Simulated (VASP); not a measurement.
Runs of VASP 6.6.1 on Ir. The structure is that of space group Im-3m (No. 229), or close to it. The cells are those of the table. This isn't the form of Ir at room conditions, which is fcc.

| task | cell | k mesh | gap on the mesh (eV) | pressure (GPa) |
| --- | --- | --- | --- | --- |
| single point | a = 2.674 Å, angles 109.5°, 1 atom | 16 × 16 × 16 | none | (a) |
| single point | a = 2.710 Å, angles 109.5°, 1 atom | 16 × 16 × 16 | none | -12.5 |
| single point | a = 2.601 Å, angles 109.5°, 1 atom | 16 × 16 × 16 | none | 33.3 |
| single point | a = 2.674 Å, angles 109.5°, 1 atom | 14 × 14 × 14 | none | -0.8 |
| relaxation of cell and atoms | relaxed from a = 2.639 Å, angles 109.5°, 1 atom | 14 × 14 × 14 | none | -0.1 |

Alike in all rows: level r2SCAN; potentials or basis VASP PAW PBE potentials, release 64 (Ir_sv_GW); no spin polarisation; cutoff (eV) 620; smearing fermi-dirac 0.1 eV.

**Question.** Fill in the values left out.

**Answer.** (a) -0.7.

Caveats: the PAW data sets were made with another functional, which shifts forces and pressure a little; spin-orbit coupling is left out, which moves the levels of the heavy elements; the cell stands under tension (at least some runs); the cell stands under pressure (at least some runs).

A k mesh can miss the band edges, and the runs leave out spin-orbit coupling on Ir.

A gap of «none» marks levels without a gap at the run's occupations.
